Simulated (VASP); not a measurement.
Write the native input for VASP 6.6.1 that does the following.

```
Task                   : single point
Functional             : PBE
Potentials or basis    : VASP PAW PBE potentials, release 64 (Pb_d, Te)
Cutoff                 : 520 eV
k mesh                 : 6 × 6 × 6
Occupations            : gaussian, width 0.05 eV
Spin                   : non-collinear spin, zero start, spin-orbit coupling
Starting moments       : [[0.0, 0.0, 0.0], [0.0, 0.0, 0.0]] μB
Dipole correction      : no
Further INCAR settings : ALGO = Normal; EDIFF = 1e-06; NBANDS = 32
```

The structure of TePb lies in POSCAR:

```
TePb
1.0
    0.0000000000      3.3235505071      3.3235505071
    3.3235505071      0.0000000000      3.3235505071
    3.3235505071      3.3235505071      0.0000000000
Pb Te
1 1
Direct
    0.5000000000      0.5000000000      0.5000000000
    0.0000000000      0.0000000000      0.0000000000
```

This cell differs from its parent crystal: volume scaled by 1.040.

These files were run (other wordings do the same):

INCAR

```
  ALGO = Normal
  EDIFF = 1E-6
  ENCUT = 520
  GGA = PE
  GGA_COMPAT = False
  ISIF = 2
  ISMEAR = 0
  LASPH = True
  LCHARG = False
  LORBIT = 11
  LORBMOM = True
  LREAL = False
  LSORBIT = True
  LWAVE = False
  MAGMOM = 0 0 0 0 0 0
  NBANDS = 32
  NELM = 150
  PREC = Accurate
  SIGMA = 0.05
```

KPOINTS

```
k-points
0
Gamma
  6 6 6
```

Potentials or basis: VASP PAW PBE potentials, release 64 (Pb_d, Te).

Command:

```bash
$ cat potpaw_PBE.64/Pb_d/POTCAR potpaw_PBE.64/Te/POTCAR > POTCAR
$ mpirun -np 1 vasp_ncl > vasp.out
```

Results of the run:

```json
{
 "Pressure": "-1.3 GPa",
 "Net moment": "0.00 μB per cell",
 "Valence electrons inside the program's atomic spheres": "Pb 11.84; Te 3.36"
}
```

It took 56 s on 1 thread of Intel(R) Xeon(R) 6975P-C (Granite Rapids) (shared host), peak memory 0.4 GiB.
